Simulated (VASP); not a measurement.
# MnAs (F-43m) in VASP: single point with PBE+U

Aim: the single point of MnAs with PBE+U.

Program: VASP 6.6.1. These are calculated values, not measurements. Logs are shortened: lines on timing, memory, paths and dates and some standing lists are left out, and cuts for length are marked.

### 1 The cell of the first run

The structure is cubic, space group F-43m (No. 216). The conventional cell has a = 5.660 Å, b = 5.660 Å, c = 5.660 Å, α = 90.00°, β = 90.00°, γ = 90.00°. Within 3.2 Å of Mn (site symmetry -43m) lie 4 As at 2.45 Å. As (site symmetry -43m) has 4 Mn at 2.45 Å within 3.2 Å.

### 2 Single point, PBE+U, collinear spin, ferromagnetic start

INCAR

```
SYSTEM = MnAs
PREC     = Accurate       ! precision mode
ENCUT    = 520            ! plane-wave cutoff, eV
EDIFF    = 1E-6           ! SCF threshold, eV
ISMEAR   = 0              ! smearing method
SIGMA    = 0.05           ! smearing width, eV
LREAL    = .FALSE.        ! projectors in reciprocal space
LASPH    = .TRUE.         ! aspherical terms in the spheres
NELM     = 150            ! most SCF steps
ALGO     = Normal         ! electronic algorithm
ISIF     = 2              ! what is computed and relaxed
LWAVE    = .FALSE.        ! write WAVECAR
LCHARG   = .TRUE.         ! write CHGCAR
ISPIN    = 2              ! spin polarisation
MAGMOM   = 3.5 0          ! initial moments
LORBIT   = 11             ! projections on sites
LMAXMIX  = 4              ! l up to which the mixer works
LDAU     = .TRUE.         ! DFT+U
LDAUTYPE = 2            
LDAUL    = 2 -1           ! shell
LDAUU    = 6 0            ! U, eV
LDAUJ    = 0 0          
LDAUPRINT= 1            
GGA      = PE             ! functional
LELF     = .TRUE.         ! ELF
LVHAR    = .TRUE.       
NBANDS   = 20             ! bands
```

KPOINTS

```
regular mesh
0
G
  12 12 12
  0 0 0
```

POSCAR

```
MnAs
1.0
    0.0000000000      2.8299541856      2.8299541856
    2.8299541856      0.0000000000      2.8299541856
    2.8299541856      2.8299541856      0.0000000000
Mn As
1 1
Direct
    0.0000000000      0.0000000000      0.0000000000
    0.2500000000      0.2500000000      0.2500000000
```

Potentials or basis: VASP PAW PBE potentials, release 64 (Mn_pv, As).

Launch:

```bash
> cat potpaw_PBE.64/Mn_pv/POTCAR potpaw_PBE.64/As/POTCAR > POTCAR
> mpirun -np 1 vasp_std > vasp.out
```

OUTCAR:

```text
SYSTEM = MnAs
   PREC = Accurate
   ENCUT = 520
   EDIFF = 1E-6
   ISMEAR = 0
   LREAL = .FALSE.
   LASPH = .TRUE.
   NELM = 150
   ISIF = 2
   ISPIN = 2
   LORBIT = 11
   GGA = PE

 ion  position               nearest neighbor table
   1  0.000  0.000  0.000-   2 2.45   2 2.45   2 2.45   2 2.45
   2  0.250  0.250  0.250-   1 2.45   1 2.45   1 2.45   1 2.45

  LATTYP: Found a face centered cubic cell.
 ALAT       =     5.6599083712

  Lattice vectors:

 A1 = (   0.0000000000,   2.8299541856,   2.8299541856)
 A2 = (   2.8299541856,   0.0000000000,   2.8299541856)
 A3 = (   2.8299541856,   2.8299541856,   0.0000000000)

Analysis of symmetry for initial positions (statically):
=====================================================================
 Subroutine PRICEL returns:
 Original cell was already a primitive cell.

 Routine SETGRP: Setting up the symmetry group for a
 face centered cubic supercell.

 Subroutine GETGRP returns: Found 24 space group operations
 (whereof 24 operations were pure point group operations)
 out of a pool of 48 trial point group operations.

The static configuration has the point symmetry T_d .

Analysis of symmetry for dynamics (positions and initial velocities):
=====================================================================
 Subroutine PRICEL returns:
 Original cell was already a primitive cell.

 Routine SETGRP: Setting up the symmetry group for a
 face centered cubic supercell.

 Subroutine GETGRP returns: Found 24 space group operations
 (whereof 24 operations were pure point group operations)
 out of a pool of 48 trial point group operations.

The dynamic configuration has the point symmetry T_d .

Analysis of structural, dynamic, and magnetic symmetry:
=====================================================================
 Subroutine PRICEL returns:
 Original cell was already a primitive cell.

 Routine SETGRP: Setting up the symmetry group for a
 face centered cubic supercell.

 Subroutine GETGRP returns: Found 24 space group operations
 (whereof 24 operations were pure point group operations)
 out of a pool of 48 trial point group operations.

The overall configuration has the point symmetry T_d .

 Subroutine INISYM returns: Found 24 space group operations
 (whereof 24 operations are pure point group operations),
 and found     1 'primitive' translations

----------------------------------------------------------------------------------------

                                     Primitive cell

  volume of cell :      45.3282

  direct lattice vectors                    reciprocal lattice vectors
     0.000000000  2.829954186  2.829954186    -0.176681305  0.176681305  0.176681305
     2.829954186  0.000000000  2.829954186     0.176681305 -0.176681305  0.176681305
     2.829954186  2.829954186  0.000000000     0.176681305  0.176681305 -0.176681305

  length of vectors
     4.002159590  4.002159590  4.002159590     0.306020998  0.306020998  0.306020998

  position of ions in fractional coordinates (direct lattice)
     0.000000000  0.000000000  0.000000000
     0.250000000  0.250000000  0.250000000

  ion indices of the primitive-cell ions
   primitive index   ion index
                 1           1
                 2           2

----------------------------------------------------------------------------------------

 KPOINTS: regular mesh

Automatic generation of k-mesh.
 Grid dimensions read from file:
 generate k-points for:   12   12   12

 Generating k-lattice:

[... 61 lines left out ...]
   EDIFF  = 0.1E-05   stopping-criterion for ELM
   LREAL  =      F    real-space projection
   EDIFFG = 0.1E-04   stopping-criterion for IOM
   NSW    =      0    number of steps for IOM
   IBRION =     -1    ionic relax: 0-MD 1-quasi-New 2-CG
   NFREE  =      0    steps in history (QN), initial steepest desc. (CG)
   ISIF   =      2    stress and relaxation
   ISYM   =      2    0-nonsym 1-usesym 2-fastsym
   POTIM  = 0.5000    time-step for ionic-motion
   TEBEG  =    0.0;   TEEND  =   0.0 temperature during run
   PSTRESS=    0.0 pullay stress
   NELECT =      18.0000    total number of electrons
   NUPDOWN=      -1.0000    fix difference up-down
   EMIN   =  10.00;   EMAX   =-10.00  energy-range for DOS
   EFERMI =   0.00;   METHOD = LEGACY
   ISMEAR =     0;   SIGMA  =   0.05  broadening in eV -4-tet -1-fermi 0-gaus
   EFERMI_NEDOS =   21; number of points for ismear=-14 and -15
   IALGO  =     38    algorithm
   IMIX   =      4    mixing-type and parameters
     AMIX     =   0.40;   BMIX     =  1.00
     AMIX_MAG =   1.60;   BMIX_MAG =  1.00
  volume/ion in A,a.u.               =      22.66       152.94
  Fermi-wavevector in a.u.,A,eV,Ry     =   1.203306  2.273920 19.700509  1.447947
  Thomas-Fermi vector in A             =   2.339064
   LORBIT       =     11    0 simple, 1 ext, 2 COOP (PROOUT), +10 PAW based schemes
 LDA+U is selected, type is set to LDAUTYPE =  2
   angular momentum for each species LDAUL =     2   -1
   U (eV)           for each species LDAUU =   6.0  0.0
   J (eV)           for each species LDAUJ =   0.0  0.0
   GGA     = PE    functional components
   LHFCALC =     F    Hartree Fock is set to
   AEXX    =    0.0000 exact exchange contribution
   IVDW    =     0    specifies the selected vdW correction
   LEPSILON=     F    determine dielectric tensor
   LRPA    =     F    only Hartree local field effects (RPA)
 spin polarized calculation
 Gauss-broadening in eV      SIGMA  =   0.05
  energy-cutoff  :      520.00
  volume of cell :       45.33
 maximum number of plane-waves:      1243
 NGX is ok and might be reduce to    30
   NGX = 15   NGY = 15   NGZ = 15

atom =   1  type =  1  l = 2

 onsite density matrix

spin component  1

  0.9139 -0.0000  0.0000  0.0000  0.0000
 -0.0000  0.9139  0.0000 -0.0000  0.0000
  0.0000  0.0000  0.9311  0.0000 -0.0000
  0.0000 -0.0000  0.0000  0.9139  0.0000
  0.0000  0.0000 -0.0000  0.0000  0.9311

spin component  2

  0.0806 -0.0000 -0.0000  0.0000  0.0000
 -0.0000  0.0806  0.0000  0.0000 -0.0000
 -0.0000  0.0000  0.0242 -0.0000  0.0000
  0.0000  0.0000 -0.0000  0.0806 -0.0000
  0.0000 -0.0000  0.0000 -0.0000  0.0242

 occupancies and eigenvectors

  o =  0.0242  v =  0.0000  0.0000  0.0000  0.0000  0.0000  0.0000  0.0000  0.9960 -0.0000 -0.0892      0.0000  0.0000  0.0000  0.0000  0.0000  0.0000  0.0000  0.0000  0.0000  0.0000
  o =  0.0242  v =  0.0000  0.0000  0.0000  0.0000  0.0000  0.0000  0.0000 -0.0892  0.0000 -0.9960      0.0000  0.0000  0.0000  0.0000  0.0000  0.0000  0.0000  0.0000  0.0000  0.0000
  o =  0.0806  v =  0.0000  0.0000  0.0000  0.0000  0.0000  0.0000  0.0500  0.0000  0.9988  0.0000      0.0000  0.0000  0.0000  0.0000  0.0000  0.0000  0.0000  0.0000  0.0000  0.0000
  o =  0.0806  v =  0.0000  0.0000  0.0000  0.0000  0.0000  1.0000  0.0000  0.0000  0.0000  0.0000      0.0000  0.0000  0.0000  0.0000  0.0000  0.0000  0.0000  0.0000  0.0000  0.0000
  o =  0.0806  v =  0.0000  0.0000  0.0000  0.0000  0.0000  0.0000  0.9988 -0.0000 -0.0500  0.0000      0.0000  0.0000  0.0000  0.0000  0.0000  0.0000  0.0000  0.0000  0.0000  0.0000
  o =  0.9139  v =  0.0000 -0.0307  0.0000 -0.9995  0.0000  0.0000  0.0000  0.0000  0.0000  0.0000      0.0000  0.0000  0.0000  0.0000  0.0000  0.0000  0.0000  0.0000  0.0000  0.0000
  o =  0.9139  v =  1.0000  0.0000  0.0000  0.0000  0.0000  0.0000  0.0000  0.0000  0.0000  0.0000      0.0000  0.0000  0.0000  0.0000  0.0000  0.0000  0.0000  0.0000  0.0000  0.0000
  o =  0.9139  v =  0.0000  0.9995 -0.0000 -0.0307  0.0000  0.0000  0.0000  0.0000  0.0000  0.0000      0.0000  0.0000  0.0000  0.0000  0.0000  0.0000  0.0000  0.0000  0.0000  0.0000
  o =  0.9311  v =  0.0000  0.0000 -0.1312 -0.0000 -0.9914  0.0000  0.0000  0.0000  0.0000  0.0000      0.0000  0.0000  0.0000  0.0000  0.0000  0.0000  0.0000  0.0000  0.0000  0.0000
  o =  0.9311  v =  0.0000 -0.0000 -0.9914 -0.0000  0.1312  0.0000  0.0000  0.0000  0.0000  0.0000      0.0000  0.0000  0.0000  0.0000  0.0000  0.0000  0.0000  0.0000  0.0000  0.0000

 number of electron      17.9999995 magnetization       4.0000278

 Free energy of the ion-electron system (eV)
  ---------------------------------------------------
  ext. energy  EPLUGINS =         0.00000000
  ---------------------------------------------------
  free energy    TOTEN  =       -10.76016033 eV

  energy without entropy =      -10.75948847  energy(sigma->0) =      -10.75982440

 E-fermi :   3.6989     XC(G=0):  -9.5546

 val. band max:        3.6889588973   @ k =   0.4167   0.2500   0.0000
 cond. band min:       3.7066222749   @ k =   0.5000   0.2500   0.0000
 fundamental gap:      0.0176633777
 Fermi energy:         3.6989407340

 spin component 1

 k-point     1 :       0.0000    0.0000    0.0000
  band No.  band energies     occupation
      1     -46.8484      1.00000
      2     -46.8484      1.00000
      3     -46.8484      1.00000
      4      -7.4824      1.00000
      5      -2.1545      1.00000
      6      -2.1545      1.00000
[... 1097 lines left out ...]
     19      17.5432      0.00000
     20      20.5320      0.00000

 [... further k-points ...]

------------------------ aborting loop because EDIFF is reached ----------------------------------------

  FORCE on cell =-STRESS in cart. coord.  units (eV):
  Direction    XX          YY          ZZ          XY          YZ          ZX
  --------------------------------------------------------------------------------------
  -------------------------------------------------------------------------------------
  Total        2.9008193      2.9008193      2.9008193      0.0000000      0.0000000      0.0000000
  in kB      102.5328563    102.5328563    102.5328563      0.0000000      0.0000000      0.0000000
  external PRESSURE =     102.5328563 kB  Pullay stress =       0.0000000 kB

 VOLUME and BASIS-vectors are now :
 -----------------------------------------------------------------------------
  energy-cutoff  :      520.00
  volume of cell :       45.33
      direct lattice vectors                 reciprocal lattice vectors
     0.000000000  2.829954186  2.829954186    -0.176681305  0.176681305  0.176681305
     2.829954186  0.000000000  2.829954186     0.176681305 -0.176681305  0.176681305
     2.829954186  2.829954186  0.000000000     0.176681305  0.176681305 -0.176681305

 POSITION                                       TOTAL-FORCE (eV/Angst)
 -----------------------------------------------------------------------------------
      0.00000      0.00000      0.00000         0.000000      0.000000      0.000000
      1.41498      1.41498      1.41498        -0.000000     -0.000000     -0.000000
 -----------------------------------------------------------------------------------
    total drift:                               -0.000001     -0.000001     -0.000001

  FREE ENERGIE OF THE ION-ELECTRON SYSTEM (eV)
  ---------------------------------------------------
  free  energy   TOTEN  =       -10.7601603296 eV

  energy  without entropy=      -10.7594884663  energy(sigma->0) =      -10.75982440

 total charge

# of ion       s       p       d       tot
------------------------------------------
    1        0.340   6.249   4.875  11.464
    2        1.234   1.626   0.024   2.884
--------------------------------------------------
tot          1.574   7.875   4.899  14.348

 magnetization (x)

# of ion       s       p       d       tot
------------------------------------------
    1        0.059   0.024   4.304   4.386
    2       -0.008  -0.379   0.013  -0.374
--------------------------------------------------
tot          0.050  -0.355   4.318   4.013
```

Run time: 3.1 min. Hardware: 1 thread of Intel Xeon 8259CL, shared host; peak memory 0.26 GiB.

Results:

```
Free energy                                           : -10.7602 eV
Pressure                                              : 10.3 GPa
Band gap on the k mesh                                : zero (filled and empty bands overlap)
Net moment                                            : 4.00 μB per cell
Site moments                                          : Mn +4.39; As -0.37 μB
Valence electrons inside the program's atomic spheres : Mn 11.46; As 2.88
```

Eigenvalues of the final occupation matrices:
```
    site  spin  trace               eigenvalues
site 1 d     1   4.60  0.91 0.91 0.91 0.93 0.93
site 1 d     2   0.29  0.02 0.02 0.08 0.08 0.08
```

Caveat: the cell stands under pressure; a cell with one magnetic atom can't hold antiferromagnetic order, which such compounds often take; the U is typed as a test and isn't derived for this compound. The state reached can hang on the start; a lower one may exist.
